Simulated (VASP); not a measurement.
# BeS (F-43m) in VASP: a series of runs

BeS is run at these levels: PBE; tasks: single point.

Everything below comes from runs of VASP 6.6.1. Logs are shortened: lines on timing, memory, paths and dates and some standing lists are left out, and cuts for length are marked.

## (1) The cell of the first run

It takes space group F-43m (No. 216, cubic). The conventional cell has a = 4.674 Å, b = 4.674 Å, c = 4.674 Å, α = 90.00°, β = 90.00°, γ = 90.00°. Within 2.7 Å of Be (site symmetry -43m) lie 4 S at 2.02 Å. Within 2.7 Å of S (site symmetry -43m) lie 4 Be at 2.02 Å.

## (2) Single point, PBE (strain -4.0%)

The input, INCAR:

```
SYSTEM = BeS
ALGO = Normal
EDIFF = 1E-6
ENCUT = 520
GGA = PE
ISIF = 2
ISMEAR = 0
LASPH = .TRUE.
LCHARG = .FALSE.
LREAL = .FALSE.
LWAVE = .FALSE.
NBANDS = 11
NELM = 60
PREC = Accurate
SIGMA = 0.01
```

The input, KPOINTS:

```
k-points
0
G
  6 6 6
  0 0 0
```

The input, POSCAR:

```
BeS
1.0
    0.0000000000      2.3369339811      2.3369339811
    2.3369339811      0.0000000000      2.3369339811
    2.3369339811      2.3369339811      0.0000000000
Be S
1 1
Direct
    0.0000000000      0.0000000000      0.0000000000
    0.2500000000      0.2500000000      0.2500000000
```

Potentials or basis: VASP PAW PBE potentials, release 64 (Be, S).

On the command line:

```sh
$ cat potpaw_PBE.64/Be/POTCAR potpaw_PBE.64/S/POTCAR > POTCAR
$ mpirun -np 1 vasp_std > vasp.out
```

OUTCAR:

```text
SYSTEM = BeS
   EDIFF = 1E-6
   ENCUT = 520
   GGA = PE
   ISIF = 2
   ISMEAR = 0
   LASPH = .TRUE.
   LREAL = .FALSE.
   NELM = 60
   PREC = Accurate

 ion  position               nearest neighbor table
   1  0.000  0.000  0.000-   2 2.02   2 2.02   2 2.02   2 2.02
   2  0.250  0.250  0.250-   1 2.02   1 2.02   1 2.02   1 2.02

  LATTYP: Found a face centered cubic cell.
 ALAT       =     4.6738679622

  Lattice vectors:

 A1 = (   0.0000000000,   2.3369339811,   2.3369339811)
 A2 = (   2.3369339811,   0.0000000000,   2.3369339811)
 A3 = (   2.3369339811,   2.3369339811,   0.0000000000)

Analysis of symmetry for initial positions (statically):
=====================================================================
 Subroutine PRICEL returns:
 Original cell was already a primitive cell.

 Routine SETGRP: Setting up the symmetry group for a
 face centered cubic supercell.

 Subroutine GETGRP returns: Found 24 space group operations
 (whereof 24 operations were pure point group operations)
 out of a pool of 48 trial point group operations.

The static configuration has the point symmetry T_d .

Analysis of symmetry for dynamics (positions and initial velocities):
=====================================================================
 Subroutine PRICEL returns:
 Original cell was already a primitive cell.

 Routine SETGRP: Setting up the symmetry group for a
 face centered cubic supercell.

 Subroutine GETGRP returns: Found 24 space group operations
 (whereof 24 operations were pure point group operations)
 out of a pool of 48 trial point group operations.

The dynamic configuration has the point symmetry T_d .

 Subroutine INISYM returns: Found 24 space group operations
 (whereof 24 operations are pure point group operations),
 and found     1 'primitive' translations

----------------------------------------------------------------------------------------

                                     Primitive cell

  volume of cell :      25.5252

  direct lattice vectors                    reciprocal lattice vectors
     0.000000000  2.336933981  2.336933981    -0.213955552  0.213955552  0.213955552
     2.336933981  0.000000000  2.336933981     0.213955552 -0.213955552  0.213955552
     2.336933981  2.336933981  0.000000000     0.213955552  0.213955552 -0.213955552

  length of vectors
     3.304923730  3.304923730  3.304923730     0.370581887  0.370581887  0.370581887

  position of ions in fractional coordinates (direct lattice)
     0.000000000  0.000000000  0.000000000
     0.250000000  0.250000000  0.250000000

  ion indices of the primitive-cell ions
   primitive index   ion index
                 1           1
                 2           2

----------------------------------------------------------------------------------------

 KPOINTS: k-points

Automatic generation of k-mesh.
 Grid dimensions read from file:
 generate k-points for:    6    6    6

 Generating k-lattice:

  Cartesian coordinates                     Fractional coordinates (reciprocal lattice)
    -0.035659259  0.035659259  0.035659259     0.166666667  0.000000000  0.000000000
     0.035659259 -0.035659259  0.035659259     0.000000000  0.166666667  0.000000000
     0.035659259  0.035659259 -0.035659259     0.000000000  0.000000000  0.166666667

  Length of vectors
     0.061763648  0.061763648  0.061763648

  Shift w.r.t. Gamma in fractional coordinates (k-lattice)
     0.000000000  0.000000000  0.000000000

 Subroutine IBZKPT returns following result:
 ===========================================

 Found     16 irreducible k-points:

 Following reciprocal coordinates:
            Coordinates               Weight
  0.000000  0.000000  0.000000      1.000000
  0.166667  0.000000  0.000000      8.000000
  0.333333  0.000000  0.000000      8.000000
  0.500000  0.000000  0.000000      4.000000
  0.166667  0.166667  0.000000      6.000000
  0.333333  0.166667  0.000000     24.000000
[... 8 lines left out ...]
 -0.333333  0.333333  0.166667     24.000000
 -0.333333  0.500000  0.166667     12.000000
   k-points           NKPTS =     16   k-points in BZ     NKDIM =     16   number of bands    NBANDS=     11
   number of dos      NEDOS =    301   number of ions     NIONS =      2
   total plane-waves  NPLWV =  21952
   dimension x,y,z NGX =    28 NGY =   28 NGZ =   28
   dimension x,y,z NGXF=    56 NGYF=   56 NGZF=   56
   ions per type =               1   1
   NGX,Y,Z   is equivalent  to a cutoff of  14.08, 14.08, 14.08 a.u.
   NGXF,Y,Z  is equivalent  to a cutoff of  28.17, 28.17, 28.17 a.u.
 SYSTEM =  BeS
   PREC   = accura    normal or accurate (medium, high low for compatibility)
   ISTART =      0    job   : 0-new  1-cont  2-samecut
   ICHARG =      2    charge: 1-file 2-atom 10-const
   ISPIN  =      1    spin polarized calculation?
   LNONCOLLINEAR =      F non collinear calculations
   LSORBIT =      F    spin-orbit coupling
   LASPH  =      T    aspherical Exc in radial PAW
   ENCUT  =  520.0 eV  38.22 Ry    6.18 a.u.   6.14  6.14  6.14*2*pi/ulx,y,z
   NELM   =     60;   NELMIN=  2; NELMDL= -5     # of ELM steps
   EDIFF  = 0.1E-05   stopping-criterion for ELM
   LREAL  =      F    real-space projection
   EDIFFG = 0.1E-04   stopping-criterion for IOM
   NSW    =      0    number of steps for IOM
   IBRION =     -1    ionic relax: 0-MD 1-quasi-New 2-CG
   NFREE  =      0    steps in history (QN), initial steepest desc. (CG)
   ISIF   =      2    stress and relaxation
   ISYM   =      2    0-nonsym 1-usesym 2-fastsym
   POTIM  = 0.5000    time-step for ionic-motion
   TEBEG  =    0.0;   TEEND  =   0.0 temperature during run
   PSTRESS=    0.0 pullay stress
   NELECT =       8.0000    total number of electrons
   NUPDOWN=      -1.0000    fix difference up-down
   EMIN   =  10.00;   EMAX   =-10.00  energy-range for DOS
   EFERMI =   0.00;   METHOD = LEGACY
   ISMEAR =     0;   SIGMA  =   0.01  broadening in eV -4-tet -1-fermi 0-gaus
   EFERMI_NEDOS =   21; number of points for ismear=-14 and -15
   IALGO  =     38    algorithm
   IMIX   =      4    mixing-type and parameters
     AMIX     =   0.40;   BMIX     =  1.00
     AMIX_MAG =   1.60;   BMIX_MAG =  1.00
  volume/ion in A,a.u.               =      12.76        86.13
  Fermi-wavevector in a.u.,A,eV,Ry     =   1.112026  2.101425 16.824998  1.236602
  Thomas-Fermi vector in A             =   2.248596
   LORBIT       =      0    0 simple, 1 ext, 2 COOP (PROOUT), +10 PAW based schemes
   GGA     = PE    functional components
   LHFCALC =     F    Hartree Fock is set to
   AEXX    =    0.0000 exact exchange contribution
   IVDW    =     0    specifies the selected vdW correction
   LEPSILON=     F    determine dielectric tensor
   LRPA    =     F    only Hartree local field effects (RPA)
 non-spin polarized calculation
 Gauss-broadening in eV      SIGMA  =   0.01
  energy-cutoff  :      520.00
  volume of cell :       25.53
 maximum number of plane-waves:       701
 NGX is ok and might be reduce to    28
   NGX = 13   NGY = 13   NGZ = 13

 number of electron       7.9999999 magnetization

 Free energy of the ion-electron system (eV)
  ---------------------------------------------------
  ext. energy  EPLUGINS =         0.00000000
  ---------------------------------------------------
  free energy    TOTEN  =        -9.86227660 eV

  energy without entropy =       -9.86227660  energy(sigma->0) =       -9.86227660

 E-fermi :   5.4766     XC(G=0): -10.1966

 val. band max:        5.3951797298   @ k =   0.0000   0.0000   0.0000
 cond. band min:       8.2255819562   @ k =   0.5000   0.5000   0.0000
 fundamental gap:      2.8304022264
 Fermi energy:         5.4765896083

 k-point     1 :       0.0000    0.0000    0.0000
  band No.  band energies     occupation
      1      -9.0982      2.00000
      2       5.3952      2.00000
      3       5.3952      2.00000
      4       5.3952      2.00000
      5      10.9879      0.00000
      6      10.9879      0.00000
      7      10.9879      0.00000
      8      12.2630      0.00000
      9      18.4162      0.00000
     10      18.4162      0.00000
     11      21.1328      0.00000

 k-point     2 :       0.1667    0.0000    0.0000
  band No.  band energies     occupation
      1      -8.7389      2.00000
      2       3.2843      2.00000
      3       5.0063      2.00000
      4       5.0063      2.00000
      5      11.2216      0.00000
      6      11.6367      0.00000
      7      11.6367      0.00000
      8      14.1515      0.00000
      9      17.4182      0.00000
     10      17.4182      0.00000
     11      20.4846      0.00000

 k-point     3 :       0.3333    0.0000    0.0000
  band No.  band energies     occupation
      1      -7.8188      2.00000
      2       0.2750      2.00000
      3       4.4272      2.00000
      4       4.4272      2.00000
      5      11.2746      0.00000
      6      12.0515      0.00000
      7      12.0515      0.00000
      8      16.5328      0.00000
      9      18.3003      0.00000
     10      18.3003      0.00000
     11      20.4684      0.00000

 k-point     4 :       0.5000    0.0000    0.0000
  band No.  band energies     occupation
      1      -7.1623      2.00000
      2      -1.1540      2.00000
      3       4.1967      2.00000
      4       4.1967      2.00000
      5      11.2712      0.00000
      6      11.8994      0.00000
      7      11.8994      0.00000
      8      17.0965      0.00000
      9      20.8481      0.00000
     10      20.8481      0.00000
     11      21.6484      0.00000
[... 127 lines left out ...]
 k-point    14 :       0.5000    0.3333    0.1667
  band No.  band energies     occupation
      1      -7.1256      2.00000
      2       0.4940      2.00000
      3       1.9604      2.00000
      4       3.1637      2.00000
      5      11.1958      0.00000
      6      12.3643      0.00000
      7      13.6884      0.00000
      8      16.2355      0.00000
      9      18.7095      0.00000
     10      20.8093      0.00000
     11      23.1168      0.00000

 k-point    15 :      -0.3333    0.3333    0.1667
  band No.  band energies     occupation
      1      -6.6371      2.00000
      2      -0.1218      2.00000
      3       1.4918      2.00000
      4       2.6040      2.00000
      5      11.5500      0.00000
      6      12.6356      0.00000
      7      15.4357      0.00000
      8      16.0391      0.00000
      9      17.2072      0.00000
     10      21.7313      0.00000
     11      22.7931      0.00000

 k-point    16 :      -0.3333    0.5000    0.1667
  band No.  band energies     occupation
      1      -6.4455      2.00000
      2       0.2396      2.00000
      3       1.4721      2.00000
      4       1.6648      2.00000
      5      10.5140      0.00000
      6      12.0793      0.00000
      7      15.9845      0.00000
      8      16.4485      0.00000
      9      20.4644      0.00000
     10      21.1083      0.00000
     11      23.3157      0.00000

------------------------ aborting loop because EDIFF is reached ----------------------------------------

  FORCE on cell =-STRESS in cart. coord.  units (eV):
  Direction    XX          YY          ZZ          XY          YZ          ZX
  --------------------------------------------------------------------------------------
  -------------------------------------------------------------------------------------
  Total        2.3987606      2.3987606      2.3987606     -0.0000000     -0.0000000     -0.0000000
  in kB      150.5664341    150.5664341    150.5664341     -0.0000000     -0.0000000     -0.0000000
  external PRESSURE =     150.5664341 kB  Pullay stress =       0.0000000 kB

 VOLUME and BASIS-vectors are now :
 -----------------------------------------------------------------------------
  energy-cutoff  :      520.00
  volume of cell :       25.53
      direct lattice vectors                 reciprocal lattice vectors
     0.000000000  2.336933981  2.336933981    -0.213955552  0.213955552  0.213955552
     2.336933981  0.000000000  2.336933981     0.213955552 -0.213955552  0.213955552
     2.336933981  2.336933981  0.000000000     0.213955552  0.213955552 -0.213955552

 POSITION                                       TOTAL-FORCE (eV/Angst)
 -----------------------------------------------------------------------------------
      0.00000      0.00000      0.00000        -0.000000      0.000000      0.000000
      1.16847      1.16847      1.16847         0.000000      0.000000     -0.000000
 -----------------------------------------------------------------------------------
    total drift:                               -0.000000     -0.000000     -0.000000

  FREE ENERGIE OF THE ION-ELECTRON SYSTEM (eV)
  ---------------------------------------------------
  free  energy   TOTEN  =        -9.8622766018 eV

  energy  without entropy=       -9.8622766018  energy(sigma->0) =       -9.86227660
```

It took 7.4 s on 1 thread of AMD EPYC 7R43 (Zen 3), shared host; peak memory 0.11 GiB.

Results:

```
Free energy            : -9.8623 eV
Pressure               : 15.1 GPa
Band gap on the k mesh : 2.83 eV, indirect (least direct gap 5.59 eV)
```

Caveat: the cell differs from its parent crystal (strain -4.0%).

## (3) Single point, PBE (strain -3.0%)

The input, INCAR:

```
SYSTEM = BeS
PREC     = Accurate       ! precision mode
ENCUT    = 520            ! plane-wave cutoff, eV
EDIFF    = 1E-6           ! SCF threshold, eV
ISMEAR   = 0              ! smearing method
SIGMA    = 0.01           ! smearing width, eV
LREAL    = .False.        ! projectors in reciprocal space
LASPH    = .True.         ! aspherical terms in the spheres
NELM     = 80             ! most SCF steps
ALGO     = Normal         ! electronic algorithm
ISIF     = 2              ! what is computed and relaxed
LWAVE    = .False.        ! write WAVECAR
LCHARG   = .False.        ! write CHGCAR
GGA      = PE             ! functional
NBANDS   = 11             ! bands
```

The input, KPOINTS:

```
regular mesh
0
Gamma
  6 6 6
  0 0 0
```

The input, POSCAR:

```
BeS
1.0
    0.0000000000      2.3612770434      2.3612770434
    2.3612770434      0.0000000000      2.3612770434
    2.3612770434      2.3612770434      0.0000000000
Be S
1 1
Direct
    0.0000000000      0.0000000000      0.0000000000
    0.2500000000      0.2500000000      0.2500000000
```

Potentials or basis: VASP PAW PBE potentials, release 64 (Be, S).

On the command line:

```sh
$ cat potpaw_PBE.64/Be/POTCAR potpaw_PBE.64/S/POTCAR > POTCAR
$ mpirun -np 1 vasp_std > vasp.out
```

OUTCAR:

```text
SYSTEM = BeS
   PREC = Accurate
   ENCUT = 520
   EDIFF = 1E-6
   ISMEAR = 0
   LREAL = .False.
   LASPH = .True.
   NELM = 80
   ISIF = 2
   GGA = PE

 ion  position               nearest neighbor table
   1  0.000  0.000  0.000-   2 2.04   2 2.04   2 2.04   2 2.04
   2  0.250  0.250  0.250-   1 2.04   1 2.04   1 2.04   1 2.04

  LATTYP: Found a face centered cubic cell.
 ALAT       =     4.7225540868

  Lattice vectors:

 A1 = (   0.0000000000,   2.3612770434,   2.3612770434)
[... 399 lines left out ...]

------------------------ aborting loop because EDIFF is reached ----------------------------------------

  FORCE on cell =-STRESS in cart. coord.  units (eV):
  Direction    XX          YY          ZZ          XY          YZ          ZX
  --------------------------------------------------------------------------------------
  -------------------------------------------------------------------------------------
  Total        1.7664281      1.7664281      1.7664281     -0.0000000      0.0000000     -0.0000000
  in kB      107.4819917    107.4819917    107.4819917     -0.0000000      0.0000000     -0.0000000
  external PRESSURE =     107.4819917 kB  Pullay stress =       0.0000000 kB

 VOLUME and BASIS-vectors are now :
 -----------------------------------------------------------------------------
  energy-cutoff  :      520.00
  volume of cell :       26.33
      direct lattice vectors                 reciprocal lattice vectors
     0.000000000  2.361277043  2.361277043    -0.211749825  0.211749825  0.211749825
     2.361277043  0.000000000  2.361277043     0.211749825 -0.211749825  0.211749825
     2.361277043  2.361277043  0.000000000     0.211749825  0.211749825 -0.211749825

 POSITION                                       TOTAL-FORCE (eV/Angst)
 -----------------------------------------------------------------------------------
      0.00000      0.00000      0.00000         0.000000      0.000000      0.000000
      1.18064      1.18064      1.18064        -0.000000     -0.000000     -0.000000
 -----------------------------------------------------------------------------------
    total drift:                               -0.000000     -0.000000     -0.000000

  FREE ENERGIE OF THE ION-ELECTRON SYSTEM (eV)
  ---------------------------------------------------
  free  energy   TOTEN  =        -9.9271948429 eV

  energy  without entropy=       -9.9271948429  energy(sigma->0) =       -9.92719484
```

OSZICAR:

```text
N       E                     dE             d eps       ncg     rms          rms(c)
DAV:   1     0.199845436967E+02    0.19985E+02   -0.40149E+03   352   0.632E+02
DAV:   2    -0.906629160177E+01   -0.29051E+02   -0.27332E+02   459   0.117E+02
DAV:   3    -0.101453600262E+02   -0.10791E+01   -0.10766E+01   458   0.225E+01
DAV:   4    -0.101521552837E+02   -0.67953E-02   -0.67939E-02   433   0.202E+00
DAV:   5    -0.101522021792E+02   -0.46896E-04   -0.46895E-04   471   0.155E-01    0.634E+00
DAV:   6    -0.998264270927E+01    0.16956E+00   -0.11581E-01   417   0.177E+00    0.428E+00
DAV:   7    -0.992610893469E+01    0.56534E-01   -0.15477E-01   453   0.212E+00    0.961E-01
DAV:   8    -0.992709969584E+01   -0.99076E-03   -0.71865E-03   414   0.471E-01    0.152E-01
DAV:   9    -0.992716877548E+01   -0.69080E-04   -0.46003E-04   441   0.140E-01    0.386E-02
DAV:  10    -0.992718519219E+01   -0.16417E-04   -0.33448E-05   434   0.327E-02    0.112E-02
DAV:  11    -0.992719465630E+01   -0.94641E-05   -0.14681E-05   391   0.228E-02    0.794E-03
DAV:  12    -0.992719484286E+01   -0.18656E-06   -0.20416E-07   340   0.334E-03
   1 F= -.99271948E+01 E0= -.99271948E+01  d E =-.216939E-12
```

It took 8.2 s on 1 thread of AMD EPYC 7R43 (Zen 3), shared host; peak memory 0.11 GiB.

What came out:

```
Free energy            : -9.9272 eV
Pressure               : 10.7 GPa
Band gap on the k mesh : 2.91 eV, indirect (least direct gap 5.62 eV)
```

Caveat: the cell differs from its parent crystal (strain -3.0%). A k mesh can miss the band edges.
